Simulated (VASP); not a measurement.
# Sb (P2_1/m) in VASP: notebook

The runs below take Sb through single point, with LDA.

All numbers are computed with VASP 6.6.1; they aren't measurements. Logs are shortened: lines on timing, memory, paths and dates and some standing lists are left out, and cuts for length are marked.

## (1) The cell of the first run

Symmetry: P2_1/m, No. 11, monoclinic system. The conventional cell has a = 3.122 Å, b = 4.348 Å, c = 4.406 Å, α = 90.00°, β = 90.51°, γ = 90.00°. Sb (site symmetry m) has 6 Sb at 3.04 to 3.15 Å within 4.0 Å.

## (2) Single point, LDA

INCAR reads:

```
SYSTEM = Sb
  PREC = Accurate
  ENCUT = 520
  EDIFF = 1E-6
  ISMEAR = -1
  SIGMA = 0.05
  LREAL = .False.
  LASPH = .True.
  NELM = 100
  ALGO = Normal
  ISIF = 2
  LWAVE = .False.
  LCHARG = .False.
  GGA = CA
  NBANDS = 12
```

KPOINTS reads:

```
regular mesh
0
Gamma
  9 6 6
  0 0 0
```

POSCAR reads:

```
Sb
1.0
    3.1224020000      0.0000000000      0.0000000000
    0.0000000000      4.3475180000      0.0000000000
   -0.0389150000      0.0000000000      4.4058520000
Sb
2
Direct
    0.0113890000      0.2500000000      0.2411660000
    0.9886110000      0.7500000000      0.7588340000
```

Potentials or basis: VASP PAW LDA potentials, release 64 (Sb).

On the command line:

```
cat potpaw_LDA.64/Sb/POTCAR > POTCAR
mpirun -np 1 vasp_std > vasp.out
```

OUTCAR:

```text
SYSTEM = Sb
   PREC = Accurate
   ENCUT = 520
   EDIFF = 1E-6
   ISMEAR = -1
   LREAL = .False.
   LASPH = .True.
   NELM = 100
   ISIF = 2
   GGA = CA

 ion  position               nearest neighbor table
   1  0.011  0.250  0.241-   2 3.04   2 3.04   2 3.15   2 3.15
   2  0.989  0.750  0.759-   1 3.04   1 3.04   1 3.15   1 3.15

  LATTYP: Found a simple monoclinic cell.
 ALAT       =     3.1224020000
 B/A-ratio  =     1.3923633152
 C/A-ratio  =     1.4111007668
 COS(beta)  =    -0.0088322263

  Lattice vectors:

 A1 = (   3.1224020000,   0.0000000000,   0.0000000000)
 A2 = (   0.0000000000,   4.3475180000,   0.0000000000)
 A3 = (  -0.0389150000,   0.0000000000,   4.4058520000)

Analysis of symmetry for initial positions (statically):
=====================================================================
 Subroutine PRICEL returns:
 Original cell was already a primitive cell.

 Routine SETGRP: Setting up the symmetry group for a
 simple monoclinic supercell.

 Subroutine GETGRP returns: Found  4 space group operations
 (whereof  2 operations were pure point group operations)
 out of a pool of  4 trial point group operations.

The static configuration has the point symmetry S_2 .
 The point group associated with its full space group is C_2h.

Analysis of symmetry for dynamics (positions and initial velocities):
=====================================================================
 Subroutine PRICEL returns:
 Original cell was already a primitive cell.

 Routine SETGRP: Setting up the symmetry group for a
 simple monoclinic supercell.

 Subroutine GETGRP returns: Found  4 space group operations
 (whereof  2 operations were pure point group operations)
 out of a pool of  4 trial point group operations.

The dynamic configuration has the point symmetry S_2 .
 The point group associated with its full space group is C_2h.

 Subroutine INISYM returns: Found  4 space group operations
 (whereof  2 operations are pure point group operations),
 and found     1 'primitive' translations

----------------------------------------------------------------------------------------

                                     Primitive cell

  volume of cell :      59.8081

  direct lattice vectors                    reciprocal lattice vectors
[... 93 lines left out ...]
   ISIF   =      2    stress and relaxation
   ISYM   =      2    0-nonsym 1-usesym 2-fastsym
   POTIM  = 0.5000    time-step for ionic-motion
   TEBEG  =    0.0;   TEEND  =   0.0 temperature during run
   PSTRESS=    0.0 pullay stress
   NELECT =      10.0000    total number of electrons
   NUPDOWN=      -1.0000    fix difference up-down
   EMIN   =  10.00;   EMAX   =-10.00  energy-range for DOS
   EFERMI =   0.00;   METHOD = LEGACY
   ISMEAR =    -1;   SIGMA  =   0.05  broadening in eV -4-tet -1-fermi 0-gaus
   EFERMI_NEDOS =   21; number of points for ismear=-14 and -15
   IALGO  =     38    algorithm
   IMIX   =      4    mixing-type and parameters
     AMIX     =   0.40;   BMIX     =  1.00
     AMIX_MAG =   1.60;   BMIX_MAG =  1.00
  volume/ion in A,a.u.               =      29.90       201.80
  Fermi-wavevector in a.u.,A,eV,Ry     =   0.901893  1.704330 11.067117  0.813410
  Thomas-Fermi vector in A             =   2.025029
   LORBIT       =      0    0 simple, 1 ext, 2 COOP (PROOUT), +10 PAW based schemes
   GGA     = CA    functional components
   LHFCALC =     F    Hartree Fock is set to
   AEXX    =    0.0000 exact exchange contribution
   IVDW    =     0    specifies the selected vdW correction
   LEPSILON=     F    determine dielectric tensor
   LRPA    =     F    only Hartree local field effects (RPA)
 non-spin polarized calculation
  energy-cutoff  :      520.00
  volume of cell :       59.81
 maximum number of plane-waves:      1642
   NGX = 11   NGY = 17   NGZ = 17

 number of electron      10.0000000 magnetization

 number of electron       9.9999999 magnetization

 Free energy of the ion-electron system (eV)
  ---------------------------------------------------
  ext. energy  EPLUGINS =         0.00000000
  ---------------------------------------------------
  free energy    TOTEN  =        -9.53269121 eV

  energy without entropy =       -9.51959229  energy(sigma->0) =       -9.52614175

 E-fermi :   7.0782     XC(G=0):  -9.7914

 val. band max:        7.0734707966   @ k =   0.4444   0.3333   0.1667
 cond. band min:       7.0862414919   @ k =  -0.4444   0.0000   0.3333
 fundamental gap:      0.0127706953
 Fermi energy:         7.0781582734

 k-point     1 :       0.0000    0.0000    0.0000
  band No.  band energies     occupation
      1      -5.4315      2.00000
      2      -0.4113      2.00000
      3       3.4076      2.00000
      4       3.5389      2.00000
      5       9.1099      0.00000
      6      10.0191      0.00000
      7      10.2437      0.00000
      8      10.3791      0.00000
      9      13.6199      0.00000
     10      13.9225      0.00000
     11      14.1853      0.00000
     12      15.1705      0.00000
[... 331 lines left out ...]
 k-point    24 :       0.3333    0.0000    0.1667
  band No.  band energies     occupation
      1      -3.7794      2.00000
      2       0.3991      2.00000
      3       3.3931      2.00000
      4       5.0362      2.00000
      5       5.2202      2.00000
      6       7.1599      0.32637
      7      10.3546      0.00000
      8      10.5366      0.00000
      9      11.4766      0.00000
     10      13.1072      0.00000
     11      13.4085      0.00000
     12      16.4433      0.00000

 [... further k-points ...]

------------------------ aborting loop because EDIFF is reached ----------------------------------------

  FORCE on cell =-STRESS in cart. coord.  units (eV):
  Direction    XX          YY          ZZ          XY          YZ          ZX
  --------------------------------------------------------------------------------------
  -------------------------------------------------------------------------------------
  Total       -1.0578405     -1.2943773     -1.2164845      0.0000000      0.0000000      0.0313392
  in kB      -28.3380959    -34.6745923    -32.5879497      0.0000000      0.0000000      0.8395353
  external PRESSURE =     -31.8668793 kB  Pullay stress =       0.0000000 kB

 VOLUME and BASIS-vectors are now :
 -----------------------------------------------------------------------------
  energy-cutoff  :      520.00
  volume of cell :       59.81
      direct lattice vectors                 reciprocal lattice vectors
     3.122402000  0.000000000  0.000000000     0.320266257  0.000000000  0.002828774
     0.000000000  4.347518000  0.000000000     0.000000000  0.230016299  0.000000000
    -0.038915000  0.000000000  4.405852000     0.000000000  0.000000000  0.226970856

 POSITION                                       TOTAL-FORCE (eV/Angst)
 -----------------------------------------------------------------------------------
      0.02618      1.08688      1.06254        -0.036184     -0.000000      0.023992
      3.05731      3.26064      3.34331         0.036184      0.000000     -0.023992
 -----------------------------------------------------------------------------------
    total drift:                               -0.000000      0.000000      0.000000

  FREE ENERGIE OF THE ION-ELECTRON SYSTEM (eV)
  ---------------------------------------------------
  free  energy   TOTEN  =        -9.5326912094 eV

  energy  without entropy=       -9.5195922877  energy(sigma->0) =       -9.52614175
```

OSZICAR:

```text
N       E                     dE             d eps       ncg     rms          rms(c)
DAV:   1     0.322338849584E+02    0.32234E+02   -0.34349E+03  2688   0.650E+02
DAV:   2    -0.770707255420E+01   -0.39941E+02   -0.38639E+02  3716   0.105E+02
DAV:   3    -0.952593556360E+01   -0.18189E+01   -0.17877E+01  3228   0.251E+01
DAV:   4    -0.954184041214E+01   -0.15905E-01   -0.15900E-01  3140   0.286E+00
DAV:   5    -0.954204603583E+01   -0.20562E-03   -0.20562E-03  3164   0.348E-01    0.286E+00
DAV:   6    -0.953636342113E+01    0.56826E-02   -0.84063E-04  3076   0.158E-01    0.167E+00
DAV:   7    -0.953268817012E+01    0.36753E-02   -0.17612E-03  2964   0.224E-01    0.604E-02
DAV:   8    -0.953268990667E+01   -0.17365E-05   -0.59893E-05  3200   0.466E-02    0.127E-02
DAV:   9    -0.953269115033E+01   -0.12437E-05   -0.19273E-06  3032   0.890E-03    0.238E-03
DAV:  10    -0.953269120945E+01   -0.59118E-07   -0.15223E-07  1720   0.217E-03
   1 F= -.95326912E+01 E0= -.95261417E+01  d E =-.130989E-01
```

stdout:

```text
POSCAR found type information on POSCAR Sb
 POSCAR found :  1 types and       2 ions
 scaLAPACK will be used
 LDA part: xc-table for (Slater(with rela. corr.)+CA(PZ))
 , standard interpolation
 POSCAR, INCAR and KPOINTS ok, starting setup
 FFT: planning ... GRIDC
 FFT: planning ... GRID_SOFT
 FFT: planning ... GRID
 WAVECAR not read
 entering main loop
```

Wall time 52 s (1 thread of Intel Xeon 8259CL, shared host); peak memory 0.2 GiB.

What came out:

- Free energy: -9.5327 eV
- Pressure: -3.2 GPa
- Largest force: 0.043 eV/Å
- Band gap on the k mesh: zero (bands 5 and 6 overlap by 8.25 eV)

Forces in eV/Å, atoms in the order of the input:
```
Sb  -0.036  0.000  0.024
Sb   0.036  0.000 -0.024
```

Stress tensor (GPa, compression positive):
```
-2.83  0.00  0.08
 0.00 -3.47  0.00
 0.08  0.00 -3.26
```

Levels at points of the mesh, in eV from the Fermi level:
```
           k point  band 2  band 3  band 4  band 5  band 6  band 7  band 8  band 9
(0.00, 0.00, 0.00)   -7.49   -3.67   -3.54    2.03    2.94    3.17    3.30    6.54
(0.00, 0.50, 0.00)  -10.72   -1.53   -1.53   -0.97   -0.97    4.61    4.61    7.99
(0.00, 0.00, 0.50)  -10.54   -1.62   -1.10   -1.00   -0.85    4.39    4.77    7.67
(0.00, 0.50, 0.50)  -10.08   -5.65   -5.65    4.93    4.93    5.19    5.19    8.72
```

Caveat: the cell stands under tension; spin-orbit coupling is left out, which moves the levels of the heavy elements.

## (3) Single point, LDA

INCAR reads:

```
SYSTEM = Sb
PREC = Accurate
ENCUT = 520
EDIFF = 1E-6
ISMEAR = -1
SIGMA = 0.05
LREAL = .FALSE.
LASPH = .TRUE.
NELM = 100
ALGO = Normal
ISIF = 2
LWAVE = .FALSE.
LCHARG = .FALSE.
NBANDS = 12
```

KPOINTS reads:

```
Automatic mesh
0
G
  9 6 6
  0 0 0
```

POSCAR is that of step 2.

Potentials or basis: VASP PAW LDA potentials, release 64 (Sb).

On the command line:

```
cat potpaw_LDA.64/Sb/POTCAR > POTCAR
mpirun -np 1 vasp_std > vasp.out
```

Wall time 51 s (1 thread of Intel Xeon 8259CL, shared host); peak memory 0.2 GiB.

Results (log left out):

| Property | Result |
| --- | --- |
| Free energy | -9.5327 eV |
| Pressure | -3.2 GPa |
| Largest force | 0.043 eV/Å |
| Band gap on the k mesh | zero (bands 5 and 6 overlap by 8.25 eV) |

Forces on the atoms (eV/Å):
```
Sb  -0.036  0.000  0.024
Sb   0.036  0.000 -0.024
```

Stress tensor (GPa, compression positive):
```
-2.83  0.00  0.08
 0.00 -3.47  0.00
 0.08  0.00 -3.26
```

Levels at points of the mesh, in eV from the Fermi level:
| k point | band 3 | band 4 | band 5 | band 6 | band 7 | band 8 |
| --- | --- | --- | --- | --- | --- | --- |
| (0.00, 0.00, 0.00) | -3.67 | -3.54 | 2.03 | 2.94 | 3.17 | 3.30 |
| (0.00, 0.50, 0.00) | -1.53 | -1.53 | -0.97 | -0.97 | 4.61 | 4.61 |
| (0.00, 0.00, 0.50) | -1.62 | -1.10 | -1.00 | -0.85 | 4.39 | 4.77 |
| (0.00, 0.50, 0.50) | -5.65 | -5.65 | 4.93 | 4.93 | 5.19 | 5.19 |

Caveat: the cell stands under tension; spin-orbit coupling is left out, which moves the levels of the heavy elements.

## (4) Single point, LDA

This run uses another cell than the first one, of 31.10 Å³/atom.

INCAR reads:

```
ALGO = Normal
EDIFF = 1E-6
ENCUT = 520
ISIF = 2
ISMEAR = -1
LASPH = True
LCHARG = False
LREAL = False
LWAVE = False
NBANDS = 12
NELM = 80
PREC = Accurate
SIGMA = 0.05
```

KPOINTS reads:

```
k-points
0
Gamma
  9 6 6
```

POSCAR reads:

```
Sb
1.0
    3.1634909488      0.0000000000      0.0000000000
    0.0000000000      4.4047287450      0.0000000000
   -0.0394270982      0.0000000000      4.4638303856
Sb
2
Direct
    0.0113890000      0.2500000000      0.2411660000
    0.9886110000      0.7500000000      0.7588340000
```

Potentials or basis: VASP PAW LDA potentials, release 64 (Sb).

On the command line:

```
cat potpaw_LDA.64/Sb/POTCAR > POTCAR
mpirun -np 1 vasp_std > vasp.out
```

OUTCAR:

```text
EDIFF = 1E-6
   ENCUT = 520
   ISIF = 2
   ISMEAR = -1
   LASPH = True
   LREAL = False
   NELM = 80
   PREC = Accurate

 ion  position               nearest neighbor table
   1  0.011  0.250  0.241-   2 3.08   2 3.08   2 3.19   2 3.19
   2  0.989  0.750  0.759-   1 3.08   1 3.08   1 3.19   1 3.19

  LATTYP: Found a simple monoclinic cell.
 ALAT       =     3.1634909488
 B/A-ratio  =     1.3923633152
 C/A-ratio  =     1.4111007668
 COS(beta)  =    -0.0088322263

  Lattice vectors:
[... 550 lines left out ...]

------------------------ aborting loop because EDIFF is reached ----------------------------------------

  FORCE on cell =-STRESS in cart. coord.  units (eV):
  Direction    XX          YY          ZZ          XY          YZ          ZX
  --------------------------------------------------------------------------------------
  -------------------------------------------------------------------------------------
  Total       -1.7366688     -2.0195603     -1.9935496      0.0000000      0.0000000      0.0274966
  in kB      -44.7336293    -52.0204321    -51.3504413      0.0000000      0.0000000      0.7082668
  external PRESSURE =     -49.3681676 kB  Pullay stress =       0.0000000 kB

 VOLUME and BASIS-vectors are now :
 -----------------------------------------------------------------------------
  energy-cutoff  :      520.00
  volume of cell :       62.20
      direct lattice vectors                 reciprocal lattice vectors
     3.163490949  0.000000000  0.000000000     0.316106484  0.000000000  0.002792033
     0.000000000  4.404728745  0.000000000     0.000000000  0.227028736  0.000000000
    -0.039427098  0.000000000  4.463830386     0.000000000  0.000000000  0.224022849

 POSITION                                       TOTAL-FORCE (eV/Angst)
 -----------------------------------------------------------------------------------
      0.02652      1.10118      1.07652        -0.038621      0.000000     -0.030697
      3.09754      3.30355      3.38731         0.038621      0.000000      0.030697
 -----------------------------------------------------------------------------------
    total drift:                                0.000000     -0.000000      0.000000

  FREE ENERGIE OF THE ION-ELECTRON SYSTEM (eV)
  ---------------------------------------------------
  free  energy   TOTEN  =        -9.4715999172 eV

  energy  without entropy=       -9.4582367574  energy(sigma->0) =       -9.46491834
```

stdout:

```text
POSCAR found type information on POSCAR Sb
 POSCAR found :  1 types and       2 ions
 scaLAPACK will be used
 LDA part: xc-table for (Slater(with rela. corr.)+CA(PZ))
 , standard interpolation
 POSCAR, INCAR and KPOINTS ok, starting setup
 FFT: planning ... GRIDC
 FFT: planning ... GRID_SOFT
 FFT: planning ... GRID
 WAVECAR not read
 entering main loop
```

Run time: 49 s. Hardware: 1 thread of Intel Xeon 8259CL, shared host; peak memory 0.2 GiB.

What came out:

```
Free energy            : -9.4716 eV
Pressure               : -4.9 GPa
Largest force          : 0.049 eV/Å
Band gap on the k mesh : zero (bands 5 and 6 overlap by 7.88 eV)
```

Forces in eV/Å, atoms in the order of the input:
```
Sb  -0.039  0.000 -0.031
Sb   0.039  0.000  0.031
```

Levels at points of the mesh, in eV from the Fermi level:
```tsv
k point	band 2	band 3	band 4	band 5	band 6	band 7	band 8	band 9
(0.00, 0.00, 0.00)	-7.48	-3.47	-3.35	2.18	2.87	3.09	3.24	6.39
(0.00, 0.50, 0.00)	-10.48	-1.42	-1.42	-0.91	-0.91	4.45	4.45	7.93
(0.00, 0.00, 0.50)	-10.31	-1.50	-0.99	-0.95	-0.81	4.25	4.60	7.62
(0.00, 0.50, 0.50)	-9.90	-5.37	-5.37	4.74	4.74	4.99	4.99	8.65
```

Caveat: the cell stands under tension; spin-orbit coupling is left out, which moves the levels of the heavy elements.

## (5) Single point, LDA

This run uses another cell than the first one, of 31.70 Å³/atom.

INCAR reads:

```
ALGO = Normal ; EDIFF = 1E-7
ENCUT = 520 ; ISIF = 2
ISMEAR = -1 ; LASPH = T
LCHARG = T ; LELF = T
LREAL = F ; LVHAR = T
LWAVE = F ; NBANDS = 12
NELM = 80 ; PREC = Accurate
SIGMA = 0.05
```

KPOINTS is that of step 4.

POSCAR reads:

```
Sb
1.0
    3.1836411160      0.0000000000      0.0000000000
    0.0000000000      4.4327850985      0.0000000000
   -0.0396782330      0.0000000000      4.4922631929
Sb
2
Direct
    0.0113890000      0.2500000000      0.2411660000
    0.9886110000      0.7500000000      0.7588340000
```

On the command line:

```
cat potpaw_LDA.64/Sb/POTCAR > POTCAR
mpirun -np 1 vasp_std > vasp.out
```

Run time: 43 s. Hardware: 1 thread of Intel Xeon 8259CL, shared host; peak memory 0.2 GiB.

Results (log left out):

| Quantity | Value |
| --- | --- |
| Free energy | -9.4320 eV |
| Pressure | -5.7 GPa |
| Largest force | 0.068 eV/Å |
| Band gap on the k mesh | zero (bands 5 and 6 overlap by 7.71 eV) |

Forces on the atoms (eV/Å):
```
Sb  -0.040  0.000 -0.055
Sb   0.040  0.000  0.055
```

Stress tensor (GPa, compression positive):
```
-5.19  0.00  0.07
 0.00 -5.92  0.00
 0.07  0.00 -5.91
```

Levels at points of the mesh, in eV from the Fermi level:
```csv
k point,band 3,band 4,band 5,band 6,band 7,band 8
"(0.00, 0.00, 0.00)",-3.38,-3.26,2.24,2.84,3.05,3.21
"(0.00, 0.50, 0.00)",-1.37,-1.37,-0.88,-0.88,4.37,4.37
"(0.00, 0.00, 0.50)",-1.45,-0.95,-0.93,-0.79,4.17,4.52
"(0.00, 0.50, 0.50)",-5.23,-5.23,4.65,4.65,4.89,4.89
```

Caveat: the cell stands under tension; spin-orbit coupling is left out, which moves the levels of the heavy elements.

## (6) Overview

```csv
cell,gap on the mesh (eV),pressure (GPa),largest force (eV/Å)
"a = 3.122, b = 4.348, c = 4.406 Å, angles 90.0, 90.5, 90.0°, 2 atoms",none,-3.2,0.04
"a = 3.163, b = 4.405, c = 4.464 Å, angles 90.0, 90.5, 90.0°, 2 atoms",none,-4.9,0.05
"a = 3.184, b = 4.433, c = 4.492 Å, angles 90.0, 90.5, 90.0°, 2 atoms",none,-5.7,0.07
```

Alike in all rows: task single point; level LDA; potentials or basis VASP PAW LDA potentials, release 64 (Sb); no spin polarisation; k mesh 9 × 6 × 6; cutoff (eV) 520; smearing fermi-dirac 0.05 eV.

Caveats: the cell stands under tension; spin-orbit coupling is left out, which moves the levels of the heavy elements.

Total energies depend on the potentials used, so only differences within one code and one set of settings carry meaning.
